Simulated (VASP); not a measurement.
# Si2W (I4/mmm) in VASP: a series of runs

Si2W is run at these levels: PBEsol; tasks: relaxation of cell and atoms.

Everything below comes from runs of VASP 6.6.1. Logs are shortened: lines on timing, memory, paths and dates and some standing lists are left out, and cuts for length are marked.

### 1 The cell of the first run

It takes space group I4/mmm (No. 139, tetragonal). The conventional cell has a = 3.214 Å, b = 3.214 Å, c = 7.830 Å, α = 90.00°, β = 90.00°, γ = 90.00°. Within 3.4 Å of W (site symmetry 4/mmm) lie 10 Si at 2.62 Å and 4 W at 3.21 Å. Within 3.4 Å of Si (site symmetry 4mm) lie 9 Si at 2.59 to 3.21 Å and 5 W at 2.62 Å.

### 2 Relaxation of cell and atoms, PBEsol

INCAR reads:

```
SYSTEM = Si2W
ALGO = Normal
EDIFF = 1E-7
EDIFFG = -0.01
ENCUT = 600
GGA = PS
IBRION = 2
ISIF = 3
ISMEAR = -1
LASPH = .True.
LCHARG = .False.
LREAL = .False.
LWAVE = .False.
NELM = 80
NSW = 80
PREC = Accurate
SIGMA = 0.05
```

KPOINTS reads:

```
k-points
0
Gamma
  12 12 12
  0 0 0
```

POSCAR reads:

```
Si2W
1.0
   -1.6069000000      1.6069000000      3.9149500000
    1.6069000000     -1.6069000000      3.9149500000
    1.6069000000      1.6069000000     -3.9149500000
W Si
1 2
Direct
    0.0000000000      0.0000000000      0.0000000000
    0.6653000000      0.6653000000      0.0000000000
    0.3347000000      0.3347000000      0.0000000000
```

Potentials or basis: VASP PAW PBE potentials, release 64 (W_sv, Si).

Run with:

```
$ cat potpaw_PBE.64/W_sv/POTCAR potpaw_PBE.64/Si/POTCAR > POTCAR
$ mpirun -np 1 vasp_std > vasp.out
```

OUTCAR:

```text
SYSTEM = Si2W
   EDIFF = 1E-7
   EDIFFG = -0.01
   ENCUT = 600
   GGA = PS
   IBRION = 2
   ISIF = 3
   ISMEAR = -1
   LASPH = .True.
   LREAL = .False.
   NELM = 80
   NSW = 80
   PREC = Accurate

 ion  position               nearest neighbor table
   1  0.000  0.000  0.000-   2 2.62   2 2.62   2 2.62   3 2.62   2 2.62   3 2.62   3 2.62   3 2.62
                             2 2.62   3 2.62
   2  0.665  0.665  0.000-   3 2.59   1 2.62   1 2.62   1 2.62   1 2.62   1 2.62   3 2.63   3 2.63
                             3 2.63   3 2.63
   3  0.335  0.335  0.000-   2 2.59   1 2.62   1 2.62   1 2.62   1 2.62   1 2.62   2 2.63   2 2.63
                             2 2.63   2 2.63

  LATTYP: Found a body centered tetragonal cell.
 ALAT       =     3.2138000000
 C/A-ratio  =     2.4363370465

  Lattice vectors:

 A1 = (  -1.6069000000,   1.6069000000,   3.9149500000)
 A2 = (   1.6069000000,  -1.6069000000,   3.9149500000)
 A3 = (   1.6069000000,   1.6069000000,  -3.9149500000)

Analysis of symmetry for initial positions (statically):
=====================================================================
 Subroutine PRICEL returns:
 Original cell was already a primitive cell.

 Routine SETGRP: Setting up the symmetry group for a
 body centered tetragonal supercell.

 Subroutine GETGRP returns: Found 16 space group operations
 (whereof 16 operations were pure point group operations)
 out of a pool of 16 trial point group operations.

The static configuration has the point symmetry D_4h.

Analysis of symmetry for dynamics (positions and initial velocities):
=====================================================================
 Subroutine PRICEL returns:
 Original cell was already a primitive cell.

 Routine SETGRP: Setting up the symmetry group for a
 body centered tetragonal supercell.

 Subroutine GETGRP returns: Found 16 space group operations
 (whereof 16 operations were pure point group operations)
 out of a pool of 16 trial point group operations.

The dynamic configuration has the point symmetry D_4h.

 Subroutine INISYM returns: Found 16 space group operations
 (whereof 16 operations are pure point group operations),
 and found     1 'primitive' translations

----------------------------------------------------------------------------------------

                                     Primitive cell

  volume of cell :      40.4356

  direct lattice vectors                    reciprocal lattice vectors
    -1.606900000  1.606900000  3.914950000     0.000000000  0.311158131  0.127715552
     1.606900000 -1.606900000  3.914950000     0.311158131  0.000000000  0.127715552
     1.606900000  1.606900000 -3.914950000     0.311158131  0.311158131  0.000000000

  length of vectors
     4.526708376  4.526708376  4.526708376     0.336348992  0.336348992  0.440044048

  position of ions in fractional coordinates (direct lattice)
     0.000000000  0.000000000  0.000000000
     0.665300000  0.665300000  0.000000000
     0.334700000  0.334700000  0.000000000

  ion indices of the primitive-cell ions
   primitive index   ion index
                 1           1
                 2           2
                 3           3

----------------------------------------------------------------------------------------

 KPOINTS: k-points

Automatic generation of k-mesh.
 Grid dimensions read from file:
 generate k-points for:   12   12   12

 Generating k-lattice:

  Cartesian coordinates                     Fractional coordinates (reciprocal lattice)
     0.000000000  0.025929844  0.010642963     0.083333333  0.000000000  0.000000000
     0.025929844  0.000000000  0.010642963     0.000000000  0.083333333  0.000000000
     0.025929844  0.025929844  0.000000000     0.000000000  0.000000000  0.083333333

  Length of vectors
     0.028029083  0.028029083  0.036670337

  Shift w.r.t. Gamma in fractional coordinates (k-lattice)
     0.000000000  0.000000000  0.000000000

 Subroutine IBZKPT returns following result:
 ===========================================

 Found    163 irreducible k-points:

 Following reciprocal coordinates:
            Coordinates               Weight
  0.000000  0.000000  0.000000      1.000000
  0.083333  0.000000  0.000000      8.000000
  0.166667 -0.000000  0.000000      8.000000
  0.250000  0.000000  0.000000      8.000000
  0.333333  0.000000  0.000000      8.000000
  0.416667  0.000000  0.000000      8.000000
[... 16 lines left out ...]
  0.500000  0.166667 -0.000000     16.000000
 -0.416667  0.166667  0.000000     16.000000
 [... further k-points ...]
   k-points           NKPTS =    163   k-points in BZ     NKDIM =    163   number of bands    NBANDS=     15
   number of dos      NEDOS =    301   number of ions     NIONS =      3
   total plane-waves  NPLWV =  46656
   dimension x,y,z NGX =    36 NGY =   36 NGZ =   36
   dimension x,y,z NGXF=    72 NGYF=   72 NGZF=   72
   ions per type =               1   2
   NGX,Y,Z   is equivalent  to a cutoff of  13.22, 13.22, 13.22 a.u.
   NGXF,Y,Z  is equivalent  to a cutoff of  26.44, 26.44, 26.44 a.u.
 SYSTEM =  Si2W
   PREC   = accura    normal or accurate (medium, high low for compatibility)
   ISTART =      0    job   : 0-new  1-cont  2-samecut
   ICHARG =      2    charge: 1-file 2-atom 10-const
   ISPIN  =      1    spin polarized calculation?
   LNONCOLLINEAR =      F non collinear calculations
   LSORBIT =      F    spin-orbit coupling
   LASPH  =      T    aspherical Exc in radial PAW
   ENCUT  =  600.0 eV  44.10 Ry    6.64 a.u.   9.04  9.04  9.04*2*pi/ulx,y,z
   NELM   =     80;   NELMIN=  2; NELMDL= -5     # of ELM steps
   EDIFF  = 0.1E-06   stopping-criterion for ELM
   LREAL  =      F    real-space projection
   EDIFFG = -.1E-01   stopping-criterion for IOM
   NSW    =     80    number of steps for IOM
   IBRION =      2    ionic relax: 0-MD 1-quasi-New 2-CG
   NFREE  =      1    steps in history (QN), initial steepest desc. (CG)
   ISIF   =      3    stress and relaxation
   ISYM   =      2    0-nonsym 1-usesym 2-fastsym
   POTIM  = 0.5000    time-step for ionic-motion
   TEBEG  =    0.0;   TEEND  =   0.0 temperature during run
   PSTRESS=    0.0 pullay stress
   NELECT =      22.0000    total number of electrons
   NUPDOWN=      -1.0000    fix difference up-down
   EMIN   =  10.00;   EMAX   =-10.00  energy-range for DOS
   EFERMI =   0.00;   METHOD = LEGACY
   ISMEAR =    -1;   SIGMA  =   0.05  broadening in eV -4-tet -1-fermi 0-gaus
   EFERMI_NEDOS =   21; number of points for ismear=-14 and -15
   IALGO  =     38    algorithm
   IMIX   =      4    mixing-type and parameters
     AMIX     =   0.40;   BMIX     =  1.00
     AMIX_MAG =   1.60;   BMIX_MAG =  1.00
  volume/ion in A,a.u.               =      13.48        90.96
  Fermi-wavevector in a.u.,A,eV,Ry     =   1.336476  2.525573 24.302284  1.786167
  Thomas-Fermi vector in A             =   2.465099
   LORBIT       =      0    0 simple, 1 ext, 2 COOP (PROOUT), +10 PAW based schemes
   GGA     = PS    functional components
   LHFCALC =     F    Hartree Fock is set to
   AEXX    =    0.0000 exact exchange contribution
   IVDW    =     0    specifies the selected vdW correction
   LEPSILON=     F    determine dielectric tensor
   LRPA    =     F    only Hartree local field effects (RPA)
 conjugate gradient relaxation of ions
 non-spin polarized calculation
  energy-cutoff  :      600.00
  volume of cell :       40.44
 maximum number of plane-waves:      1372
   NGX = 19   NGY = 19   NGZ = 19

--------------------------------------- Ionic step        1  -------------------------------------------

 number of electron      21.9999999 magnetization

 Free energy of the ion-electron system (eV)
  ---------------------------------------------------
  ext. energy  EPLUGINS =         0.00000000
  ---------------------------------------------------
  free energy    TOTEN  =       -26.63928091 eV

  energy without entropy =      -26.63734032  energy(sigma->0) =      -26.63831062

------------------------ aborting loop because EDIFF is reached ----------------------------------------

  FORCE on cell =-STRESS in cart. coord.  units (eV):
  Direction    XX          YY          ZZ          XY          YZ          ZX
  --------------------------------------------------------------------------------------
  -------------------------------------------------------------------------------------
  Total       -0.4518870     -0.4518870     -0.3132798      0.0000000      0.0000000      0.0000000
  in kB      -17.9050916    -17.9050916    -12.4130671      0.0000000      0.0000000      0.0000000
  external PRESSURE =     -16.0744168 kB  Pullay stress =       0.0000000 kB
[... 133 lines left out ...]
  energy  without entropy=      -26.6390348821  energy(sigma->0) =      -26.63996838

--------------------------------------- Ionic step        5  -------------------------------------------

 number of electron      21.9999999 magnetization

 Free energy of the ion-electron system (eV)
  ---------------------------------------------------
  ext. energy  EPLUGINS =         0.00000000
  ---------------------------------------------------
  free energy    TOTEN  =       -26.64090809 eV

  energy without entropy =      -26.63903480  energy(sigma->0) =      -26.63997144

 E-fermi :  11.9857     XC(G=0): -12.6410

 val. band max:       11.9334683486   @ k =  -0.3333  -0.4167   0.3333
 cond. band min:      12.0003110528   @ k =  -0.4167  -0.4167   0.3333
 fundamental gap:      0.0668427042
 Fermi energy:        11.9856655686

 k-point     1 :       0.0000    0.0000    0.0000
  band No.  band energies     occupation
      1     -61.8273      2.00000
      2     -26.0995      2.00000
      3     -26.0725      2.00000
      4     -26.0725      2.00000
      5      -2.1681      2.00000
      6       5.0546      2.00000
      7       8.2303      2.00000
      8       8.5728      2.00000
      9       9.1091      2.00000
     10       9.1091      2.00000
     11      12.5914      0.00001
     12      14.7802      0.00000
     13      14.8412      0.00000
     14      15.0965      0.00000
     15      15.0965      0.00000
[... 397 lines left out ...]
 k-point    24 :      -0.4167    0.1667    0.0000
  band No.  band energies     occupation
      1     -61.8179      2.00000
      2     -26.2761      2.00000
      3     -26.1076      2.00000
      4     -26.0765      2.00000
      5       0.9410      2.00000
      6       3.6230      2.00000
      7       6.1763      2.00000
      8       7.3677      2.00000
      9       9.0526      2.00000
     10       9.5819      2.00000
     11       9.7686      2.00000
     12      14.0656      0.00000
     13      14.6693      0.00000
     14      15.3483      0.00000
     15      16.7381      0.00000

 [... further k-points ...]

------------------------ aborting loop because EDIFF is reached ----------------------------------------

  FORCE on cell =-STRESS in cart. coord.  units (eV):
  Direction    XX          YY          ZZ          XY          YZ          ZX
  --------------------------------------------------------------------------------------
  -------------------------------------------------------------------------------------
  Total        0.0091595      0.0091595     -0.0190887      0.0000000      0.0000000      0.0000000
  in kB        0.3655701      0.3655701     -0.7618592      0.0000000      0.0000000      0.0000000
  external PRESSURE =      -0.0102397 kB  Pullay stress =       0.0000000 kB
[... 18 lines left out ...]
  FREE ENERGIE OF THE ION-ELECTRON SYSTEM (eV)
  ---------------------------------------------------
  free  energy   TOTEN  =       -26.6409080857 eV

  energy  without entropy=      -26.6390347999  energy(sigma->0) =      -26.63997144

 reached required accuracy - stopping structural energy minimisation
```

It took 9.8 min on 1 thread of Intel Xeon Platinum 8259CL at 2.50GHz (Skylake/Cascade Lake), shared host; peak memory 0.29 GiB.

What came out:

| Item | Value |
| --- | --- |
| Free energy | -26.6409 eV |
| Relaxed volume | 13.38 Å³/atom |
| Relaxed cell | a = 4.520 Å, b = 4.520 Å, c = 4.520 Å, α = 138.48°, β = 138.48°, γ = 60.17° |
| Space group after relaxing (to 0.1 Å) | I4/mmm (No. 139) |
| Energy gained by relaxing | 0.5 meV/atom |
| Ionic steps | 5 |
| Pressure after relaxing | 0.0 GPa |
| Largest force after relaxing | 0.010 eV/Å |
| Band gap on the k mesh | zero (bands 11 and 12 overlap by 1.33 eV) |

Forces on the atoms (eV/Å):
```
W    0.000  0.000  0.000
Si   0.000  0.000  0.010
Si   0.000  0.000 -0.010
```

Stress tensor (GPa, compression positive):
```
 0.04  0.00  0.00
 0.00  0.04  0.00
 0.00  0.00 -0.08
```

The path:
```csv
step,energy change (eV),largest force (eV/Å),pressure (GPa),volume (Å³)
1,0.0000,0.0269,-1.61,40.44
2,0.0030,0.0515,3.00,39.65
3,-0.0015,0.0359,0.06,40.14
4,-0.0016,0.0026,-0.01,40.14
5,-0.0016,0.0096,0.00,40.14
```

Final structure:
```yaml
crystal:
  lattice:
    - [-1.60192, 1.60192, 3.91086]
    - [1.60192, -1.60192, 3.91086]
    - [1.60192, 1.60192, -3.91086]
  atoms:
    - { symbol: W, position: [0.00000, 0.00000, 0.00000] }
    - { symbol: Si, position: [0.66552, 0.66552, 0.00000] }
    - { symbol: Si, position: [0.33448, 0.33448, 0.00000] }
```

Caveat: the PAW data sets were made with another functional, which shifts forces and pressure a little; spin-orbit coupling is left out, which moves the levels of the heavy elements.

### 3 Relaxation of cell and atoms, PBEsol, target pressure 5 GPa, at which the enthalpy is minimised

INCAR reads:

```
SYSTEM = Si2W
  ALGO = Normal
  EDIFF = 1E-6
  EDIFFG = -0.01
  ENCUT = 600
  GGA = PS
  IBRION = 2
  ISIF = 3
  ISMEAR = -1
  LASPH = .True.
  LCHARG = .False.
  LREAL = .False.
  LWAVE = .False.
  NELM = 60
  NSW = 80
  PREC = Accurate
  PSTRESS = 50.0
  SIGMA = 0.05
```

KPOINTS is that of step 2.

POSCAR is that of step 2.

Potentials or basis: VASP PAW PBE potentials, release 64 (W_sv, Si).

Run with:

```
$ cat potpaw_PBE.64/W_sv/POTCAR potpaw_PBE.64/Si/POTCAR > POTCAR
$ mpirun -np 1 vasp_std > vasp.out
```

It took 14 min on 1 thread of Intel Xeon Platinum 8259CL at 2.50GHz (Skylake/Cascade Lake), shared host; peak memory 0.3 GiB.

It converged, with:

```
Free energy                                                : -26.6282 eV
Relaxed volume                                             : 13.11 Å³/atom
Relaxed cell                                               : a = 4.490 Å, b = 4.490 Å, c = 4.490 Å, α = 138.52°, β = 138.52°, γ = 60.11°
Space group after relaxing (to 0.1 Å)                      : I4/mmm (No. 139)
Energy change on relaxing (the run minimises the enthalpy) : +3.7 meV/atom
Ionic steps                                                : 10
Pressure after relaxing                                    : 5.1 GPa
Band gap on the k mesh                                     : zero (bands 11 and 12 overlap by 1.39 eV)
```

The path:
```tsv
step	energy change (eV)	largest force (eV/Å)	pressure (GPa)	volume (Å³)
1	0.0000	0.0270	-1.64	40.44
2	0.1730	0.2340	20.66	37.26
3	0.0103	0.0913	4.93	39.36
4	0.0110	0.0929	5.01	39.34
5	0.0117	0.0942	5.18	39.32
6	0.0118	0.0066	5.16	39.30
7	0.0116	0.0250	5.17	39.30
8	0.0097	0.0062	4.74	39.36
9	0.0105	0.0078	4.93	39.33
10	0.0111	0.0003	5.05	39.32
```

Final structure:
```xyz
3
Lattice="-1.5903 1.5903 3.8865 1.5903 -1.5903 3.8865 1.5903 1.5903 -3.8865" Properties=species:S:1:pos:R:3 pbc="T T T"
W     0.0000    0.0000    0.0000
Si    0.0000    0.0000    5.1761
Si    0.0000    0.0000    2.5970
```

Levels at points of the mesh, in eV from the Fermi level:
```tsv
k point	band 7	band 8	band 9	band 10	band 11	band 12	band 13	band 14	band 15
(0.00, 0.00, 0.00)	-3.75	-3.52	-2.95	-2.95	0.63	2.76	2.91	3.19	3.19
(0.50, 0.00, 0.00)	-5.91	-4.96	-2.92	-2.88	-0.50	2.79	2.82	3.98	4.60
(0.50, 0.50, 0.00)	-6.17	-5.51	-5.17	-3.42	-1.76	2.85	3.07	3.24	3.92
(0.50, 0.50, 0.50)	-4.06	-2.72	-0.85	-0.85	-0.55	-0.55	0.81	4.55	5.20
```

Caveat: the cell is relaxed towards a set pressure, so the run minimises the enthalpy, not the energy; the PAW data sets were made with another functional, which shifts forces and pressure a little; spin-orbit coupling is left out, which moves the levels of the heavy elements.

### 4 Relaxation of cell and atoms, PBEsol, target pressure 10 GPa, at which the enthalpy is minimised

INCAR reads:

```
ALGO     = Normal         # electronic algorithm
EDIFF    = 1E-6           # SCF threshold, eV
EDIFFG   = -0.01          # ionic threshold
ENCUT    = 600            # plane-wave cutoff, eV
GGA      = PS             # functional
IBRION   = 2              # ionic algorithm
ISIF     = 3              # what is computed and relaxed
ISMEAR   = -1             # smearing method
LASPH    = T              # aspherical terms in the spheres
LCHARG   = F              # write CHGCAR
LREAL    = F              # projectors in reciprocal space
LWAVE    = F              # write WAVECAR
NELM     = 80             # most SCF steps
NSW      = 80             # ionic steps
PREC     = Accurate       # precision mode
PSTRESS  = 100.0        
SIGMA    = 0.05           # smearing width, eV
```

KPOINTS reads:

```
k-points
0
Gamma
  12 12 12
```

POSCAR is that of step 3.

Run with:

```
$ cat potpaw_PBE.64/W_sv/POTCAR potpaw_PBE.64/Si/POTCAR > POTCAR
$ mpirun -np 1 vasp_std > vasp.out
```

Wall time 16 min (1 thread of Intel Xeon Platinum 8259CL at 2.50GHz (Skylake/Cascade Lake), shared host); peak memory 0.3 GiB.

The run converged. Its results:

```yaml
Free_energy: -26.5940 eV
Relaxed_volume: 12.86 Å³/atom
Relaxed_cell: a = 4.465 Å, b = 4.465 Å, c = 4.465 Å, α = 138.57°, β = 138.57°, γ = 60.04°
Space_group_after_relaxing_to_0.1_Å: I4/mmm (No. 139)
Energy_change_on_relaxing_the_run_minimises_the_enthalpy: +15.1 meV/atom
Ionic_steps: 11
Pressure_after_relaxing: 10.0 GPa
Largest_force_after_relaxing: 0.003 eV/Å
Band_gap_on_the_k_mesh: zero (bands 11 and 12 overlap by 1.44 eV)
```

Forces in eV/Å, atoms in the order of the input:
```
W    0.000  0.000  0.000
Si   0.000  0.000  0.003
Si   0.000  0.000 -0.003
```

The path:
| step | energy change (eV) | largest force (eV/Å) | pressure (GPa) | volume (Å³) |
| --- | --- | --- | --- | --- |
| 1 | 0.0000 | 0.0270 | -1.64 | 40.44 |
| 2 | 0.6239 | 0.4429 | 43.63 | 34.97 |
| 3 | 0.0409 | 0.1430 | 9.56 | 38.68 |
| 4 | 0.0444 | 0.1467 | 9.97 | 38.62 |
| 5 | 0.0466 | 0.1493 | 10.23 | 38.59 |
| 6 | 0.0478 | 0.0062 | 10.23 | 38.55 |
| 7 | 0.0471 | 0.0388 | 10.23 | 38.56 |
| 8 | 0.0419 | 0.0106 | 9.61 | 38.64 |
| 9 | 0.0442 | 0.0114 | 9.88 | 38.60 |
| 10 | 0.0460 | 0.0022 | 10.10 | 38.57 |
| 11 | 0.0453 | 0.0034 | 10.02 | 38.58 |

Final structure:
```cif
data_structure
_symmetry_space_group_name_H-M 'P 1'
_symmetry_Int_Tables_number 1
_cell_length_a 4.4651
_cell_length_b 4.4651
_cell_length_c 4.4651
_cell_angle_alpha 138.566
_cell_angle_beta 138.566
_cell_angle_gamma 60.038
_cell_volume 38.58
loop_
_atom_site_label
_atom_site_type_symbol
_atom_site_fract_x
_atom_site_fract_y
_atom_site_fract_z
_atom_site_occupancy
W1 W 0.00000 0.00000 0.00000 1
Si1 Si 0.66616 0.66616 0.00000 1
Si2 Si 0.33384 0.33384 0.00000 1
```

Levels at points of the mesh, in eV from the Fermi level:
```csv
k point,band 9,band 10,band 11,band 12,band 13,band 14
"(0.00, 0.00, 0.00)",-3.01,-3.01,0.65,2.67,3.03,3.26
"(0.50, 0.00, 0.00)",-3.01,-2.93,-0.53,2.84,2.88,4.01
"(0.50, 0.50, 0.00)",-5.26,-3.52,-1.76,2.89,3.16,3.33
"(0.50, 0.50, 0.50)",-0.85,-0.85,-0.58,-0.58,0.84,4.59
```

Caveat: the cell is relaxed towards a set pressure, so the run minimises the enthalpy, not the energy; the PAW data sets were made with another functional, which shifts forces and pressure a little; spin-orbit coupling is left out, which moves the levels of the heavy elements.

### 5 Overview

| cell | gap on the mesh (eV) | pressure (GPa) |
| --- | --- | --- |
| relaxed | none | 0.0 |
| relaxed to 5 GPa | none | 5.1 |
| relaxed to 10 GPa | none | 10.0 |

Alike in all rows: task relaxation of cell and atoms; level PBEsol; potentials or basis VASP PAW PBE potentials, release 64 (W_sv, Si); no spin polarisation; k mesh 12 × 12 × 12; cutoff (eV) 600; smearing fermi-dirac 0.05 eV.

Caveats: the PAW data sets were made with another functional, which shifts forces and pressure a little; spin-orbit coupling is left out, which moves the levels of the heavy elements; the cell is relaxed towards a set pressure, so the run minimises the enthalpy, not the energy (at least some runs).

Absolute energies hang on the potentials; compare differences alone.

The gap in the log of VASP goes by the Fermi energy; the results here count the filled bands.